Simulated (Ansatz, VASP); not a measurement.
# Tl: VASP beside Ansatz

```
Tl
1.0
    -2.01500    2.01500    2.01500
     2.01500   -2.01500    2.01500
     2.01500    2.01500   -2.01500
Tl
1
Direct
  0.00000 0.00000 0.00000
```

Alike in both runs: task single point; functional PBE; k mesh 18 × 18 × 18; occupations fermi-dirac, width 0.1 eV; no spin polarisation.

|  | VASP | Ansatz |
| --- | --- | --- |
| version | VASP 6.6.1 | Ansatz 0.2.0 |
| potentials or method | VASP PAW PBE potentials, release 64 (Tl_d), cutoff 520 eV | plane waves (420 eV) with PAW, scalar-relativistic |
| valence electrons in the cell | 13 | 13 |

|  | VASP | Ansatz | Ansatz less VASP |
| --- | --- | --- | --- |
| pressure (GPa) | -1.0 | -1.0 | +0.05 |

Neither program's run includes spin-orbit coupling.
